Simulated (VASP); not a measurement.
# Li (Im-3m) in VASP: further runs, part 2 of 2

VASP 6.6.1.

## (3) Single point, PBE (21.00 Å³/atom)

This run uses another cell than the first one, of 21.00 Å³/atom.

Contents of INCAR:

```
ALGO     = Normal         # electronic algorithm
EDIFF    = 1E-6           # SCF threshold, eV
ENCUT    = 520            # plane-wave cutoff, eV
GGA      = PE             # functional
ISIF     = 2              # what is computed and relaxed
ISMEAR   = -1             # smearing method
LASPH    = T              # aspherical terms in the spheres
LCHARG   = F              # write CHGCAR
LREAL    = F              # projectors in reciprocal space
LWAVE    = F              # write WAVECAR
NBANDS   = 8              # bands
NELM     = 100            # most SCF steps
PREC     = Accurate       # precision mode
SIGMA    = 0.1            # smearing width, eV
```

Contents of KPOINTS:

```
k-points
0
Gamma
  21 21 21
```

Contents of POSCAR:

```
Li
1.0
   -1.7379889279      1.7379889279      1.7379889279
    1.7379889279     -1.7379889279      1.7379889279
    1.7379889279      1.7379889279     -1.7379889279
Li
1
Direct
    0.0000000000      0.0000000000      0.0000000000
```

Potentials or basis: VASP PAW PBE potentials, release 64 (Li_sv).

Started as:

```console
cat potpaw_PBE.64/Li_sv/POTCAR > POTCAR
mpirun -np 1 vasp_std > vasp.out
```

OUTCAR:

```text
EDIFF = 1E-6
   ENCUT = 520
   GGA = PE
   ISIF = 2
   ISMEAR = -1
   LASPH = T
   LREAL = F
   NELM = 100
   PREC = Accurate

 ion  position               nearest neighbor table
   1  0.000  0.000  0.000-

  LATTYP: Found a body centered cubic cell.
 ALAT       =     3.4759778558

  Lattice vectors:

 A1 = (  -1.7379889279,   1.7379889279,   1.7379889279)
 A2 = (   1.7379889279,  -1.7379889279,   1.7379889279)
 A3 = (   1.7379889279,   1.7379889279,  -1.7379889279)

Analysis of symmetry for initial positions (statically):
=====================================================================
 Subroutine PRICEL returns:
 Original cell was already a primitive cell.

 Routine SETGRP: Setting up the symmetry group for a
 body centered cubic supercell.

 Subroutine GETGRP returns: Found 48 space group operations
 (whereof 48 operations were pure point group operations)
 out of a pool of 48 trial point group operations.

The static configuration has the point symmetry O_h .

[... 158 lines left out ...]

 val. band max:        0.5128602143   @ k =   0.2381   0.1905   0.0952
 cond. band min:       0.5605299372   @ k =  -0.3810   0.4762   0.0476
 fundamental gap:      0.0476697229
 Fermi energy:         0.5363796999

 k-point     1 :       0.0000    0.0000    0.0000
  band No.  band energies     occupation
      1     -46.0608      2.00000
      2      -2.9851      2.00000
      3      14.7681      0.00000
      4      14.7681      0.00000
      5      14.7681      0.00000
      6      19.4674      0.00000
      7      19.4675      0.00000
      8      19.4675      0.00000
[... 243 lines left out ...]
 k-point    24 :       0.1905    0.0952   -0.0000
  band No.  band energies     occupation
      1     -46.0523      2.00000
      2      -1.7981      2.00000
      3       9.4152      0.00000
      4      11.2122      0.00000
      5      12.6151      0.00000
      6      16.7227      0.00000
      7      16.9653      0.00000
      8      19.7700      0.00000

 [... further k-points ...]

------------------------ aborting loop because EDIFF is reached ----------------------------------------

  FORCE on cell =-STRESS in cart. coord.  units (eV):
  Direction    XX          YY          ZZ          XY          YZ          ZX
  --------------------------------------------------------------------------------------
  -------------------------------------------------------------------------------------
  Total       -0.0678230     -0.0678230     -0.0678230     -0.0000000      0.0000000      0.0000000
  in kB       -5.1747159     -5.1747159     -5.1747159     -0.0000000      0.0000000      0.0000000
  external PRESSURE =      -5.1747159 kB  Pullay stress =       0.0000000 kB

 VOLUME and BASIS-vectors are now :
 -----------------------------------------------------------------------------
  energy-cutoff  :      520.00
  volume of cell :       21.00
      direct lattice vectors                 reciprocal lattice vectors
    -1.737988928  1.737988928  1.737988928     0.000000000  0.287688829  0.287688829
     1.737988928 -1.737988928  1.737988928     0.287688829  0.000000000  0.287688829
     1.737988928  1.737988928 -1.737988928     0.287688829  0.287688829  0.000000000

 POSITION                                       TOTAL-FORCE (eV/Angst)
 -----------------------------------------------------------------------------------
      0.00000      0.00000      0.00000         0.000000      0.000000      0.000000
 -----------------------------------------------------------------------------------
    total drift:                               -0.000000      0.000000     -0.000000

  FREE ENERGIE OF THE ION-ELECTRON SYSTEM (eV)
  ---------------------------------------------------
  free  energy   TOTEN  =        -1.9115314183 eV

  energy  without entropy=       -1.8952832556  energy(sigma->0) =       -1.90340734
```

Run time: 35 s. Hardware: 1 thread of Intel Xeon 8259CL, shared host; peak memory 0.16 GiB.

Results:

```yaml
Free_energy: -1.9115 eV
Band_gap_on_the_k_mesh: zero (an odd number of electrons rules out a gap without spin polarisation)
```

Caveat: the cutoff is under 1.25 times the usual one of these potentials, so pressure, stress and relaxed cells hold a basis-set (Pulay) error.

## (4) Single point, PBE (21.81 Å³/atom)

This run uses another cell than the first one, of 21.81 Å³/atom.

Contents of INCAR:

```
  PREC = Accurate
  ENCUT = 520
  EDIFF = 1E-6
  ISMEAR = -1
  SIGMA = 0.1
  LREAL = False
  LASPH = True
  NELM = 100
  ALGO = Normal
  ISIF = 2
  LWAVE = False
  LCHARG = True
  GGA = PE
  LELF = True
  LVHAR = True
  NBANDS = 8
```

Contents of KPOINTS:

```
Automatic mesh
0
Gamma
  21 21 21
```

Contents of POSCAR:

```
Li
1.0
   -1.7599911234      1.7599911234      1.7599911234
    1.7599911234     -1.7599911234      1.7599911234
    1.7599911234      1.7599911234     -1.7599911234
Li
1
Direct
    0.0000000000      0.0000000000      0.0000000000
```

Started as:

```console
cat potpaw_PBE.64/Li_sv/POTCAR > POTCAR
mpirun -np 1 vasp_std > vasp.out
```

It took 35 s on 1 thread of Intel Xeon 8259CL, shared host; peak memory 0.15 GiB.

Results (log left out):

```yaml
Free_energy: -1.9083 eV
Band_gap_on_the_k_mesh: zero (an odd number of electrons rules out a gap without spin polarisation)
```

Levels at points of the mesh, in eV from the Fermi level:
| k point | band 1 | band 2 | band 3 | band 4 |
| --- | --- | --- | --- | --- |
| (0.00, 0.00, 0.00) | -46.66 | -3.47 | 13.85 | 13.85 |

Caveat: the cutoff is under 1.25 times the usual one of these potentials, so pressure, stress and relaxed cells hold a basis-set (Pulay) error.

## (5) Single point, PBE (22.61 Å³/atom)

This run uses another cell than the first one, of 22.61 Å³/atom.

Contents of INCAR:

```
SYSTEM = Li
ALGO = Normal
EDIFF = 1E-6
ENCUT = 520
GGA = PE
ISIF = 2
ISMEAR = -1
LASPH = .True.
LCHARG = .False.
LREAL = .False.
LWAVE = .False.
NBANDS = 8
NELM = 100
PREC = Accurate
SIGMA = 0.1
```

Contents of KPOINTS:

```
k-points
0
Gamma
  21 21 21
  0 0 0
```

Contents of POSCAR:

```
Li
1.0
   -1.7814565453      1.7814565453      1.7814565453
    1.7814565453     -1.7814565453      1.7814565453
    1.7814565453      1.7814565453     -1.7814565453
Li
1
Direct
    0.0000000000      0.0000000000      0.0000000000
```

Started as:

```console
cat potpaw_PBE.64/Li_sv/POTCAR > POTCAR
mpirun -np 1 vasp_std > vasp.out
```

Wall time 35 s (1 thread of Intel Xeon 8259CL, shared host); peak memory 0.15 GiB.

Results (log left out):

```
Free energy            : -1.9031 eV
Band gap on the k mesh : zero (an odd number of electrons rules out a gap without spin polarisation)
```

Levels at points of the mesh, in eV from the Fermi level:
```
           k point  band 1  band 2  band 3  band 4  band 5  band 6
(0.00, 0.00, 0.00)  -46.72   -3.42   13.49   13.49   13.49   18.05
```

Caveat: the cutoff is under 1.25 times the usual one of these potentials, so pressure, stress and relaxed cells hold a basis-set (Pulay) error.

## (6) Overview

```tsv
cell	gap on the mesh (eV)
a = 2.971 Å, angles 109.5°, 1 atom	none
a = 3.010 Å, angles 109.5°, 1 atom	none
a = 3.048 Å, angles 109.5°, 1 atom	none
a = 3.086 Å, angles 109.5°, 1 atom	none
```

Alike in all rows: task single point; level PBE; potentials or basis VASP PAW PBE potentials, release 64 (Li_sv); no spin polarisation; k mesh 21 × 21 × 21; cutoff (eV) 520; smearing fermi-dirac 0.1 eV.

Caveats: the cutoff is under 1.25 times the usual one of these potentials, so pressure, stress and relaxed cells hold a basis-set (Pulay) error.

Absolute energies hang on the potentials; compare differences alone.
